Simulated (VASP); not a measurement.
Crystal: Ir.

```
Ir
1.0
     0.00000    1.92000    1.92000
     1.92000    0.00000    1.92000
     1.92000    1.92000    0.00000
Ir
1
Cartesian
  0.0000 0.0000 0.0000
```

| Quantity | Value |
| --- | --- |
| Program | VASP 6.6.1 |
| Task | relaxation of cell and atoms |
| Functional | PBE |
| Potentials or basis | VASP PAW PBE potentials, release 64 (Ir) |
| Cutoff | 600 eV |
| k mesh | 8 × 8 × 8 |
| Occupations | gaussian, width 0.1 eV |
| Spin | no spin polarisation |

At the start: pressure 10.9 GPa; volume 14.16 Å³/atom.

Q: How do energy, volume and symmetry change on relaxing?

A: Over 4 steps the energy falls by 13.9 meV/atom and the volume is 14.57 Å³/atom (+3.0 %); space group Fm-3m (No. 225, to 0.05 Å).

The path:
```csv
step,energy change (eV),largest force (eV/Å),pressure (GPa),volume (Å³)
1,0.0000,0.0000,10.85,14.16
2,0.1454,0.0000,-27.93,16.21
3,-0.0139,0.0000,-0.56,14.60
4,-0.0139,0.0000,0.14,14.57
```

Final structure:
```
Ir
1.0
     0.00000    1.93873    1.93873
     1.93873    0.00000    1.93873
     1.93873    1.93873    0.00000
Ir
1
Direct
  0.00000 0.00000 0.00000
```
